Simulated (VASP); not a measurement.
Set up this calculation in VASP 6.6.1, as the native input.

| Item | Value |
| --- | --- |
| Task | single point |
| Functional | PBE |
| Potentials or basis | VASP PAW PBE potentials, release 64 (Zn, Se, S) |
| Cutoff | 520 eV |
| k mesh | 6 × 6 × 6 |
| Occupations | gaussian, width 0.1 eV |
| Spin | no spin polarisation |
| Dipole correction | no |
| Further INCAR settings | ALGO = Normal; EDIFF = 1e-07; NBANDS = 56 |

The structure of Zn5Se3S2 lies in POSCAR:

```
Zn5Se3S2
1.0
   -1.9837175291      1.9837175291     14.0153915583
    1.9837175291     -1.9837175291     14.0153915583
    1.9837175291      1.9837175291    -14.0153915583
Zn Se S
5 3 2
Direct
    0.5936326088      0.5936326088      0.0000000000
    0.1978336077      0.1978336077      0.0000000000
    0.8021663923      0.8021663923      0.0000000000
    0.4063673912      0.4063673912      0.0000000000
    0.0000000000      0.0000000000      0.0000000000
    0.1457171151      0.6457171151      0.5000000000
    0.7500000000      0.2500000000      0.5000000000
    0.3542828849      0.8542828849      0.5000000000
    0.9533232114      0.4533232114      0.5000000000
    0.5466767886      0.0466767886      0.5000000000
```

These files were run (other wordings do the same):

INCAR

```
PREC = Accurate
ENCUT = 520
EDIFF = 1E-7
ISMEAR = 0
SIGMA = 0.1
LREAL = False
LASPH = True
NELM = 100
ALGO = Normal
ISIF = 2
LWAVE = False
LCHARG = False
GGA = PE
NBANDS = 56
```

KPOINTS

```
Automatic mesh
0
Gamma
  6 6 6
```

Potentials or basis: VASP PAW PBE potentials, release 64 (Zn, Se, S).

Command:

```console
$ cat potpaw_PBE.64/Zn/POTCAR potpaw_PBE.64/Se/POTCAR potpaw_PBE.64/S/POTCAR > POTCAR
$ mpirun -np 1 vasp_std > vasp.out
```

Results of the run:

| Item | Value |
| --- | --- |
| Pressure | 0.4 GPa |
| Largest force | 0.034 eV/Å |
| Band gap on the k mesh | 1.41 eV |

Run time: 66 min on 1 thread of Intel(R) Xeon(R) 6975P-C (Granite Rapids), on a shared host, peak memory 2.1 GiB.
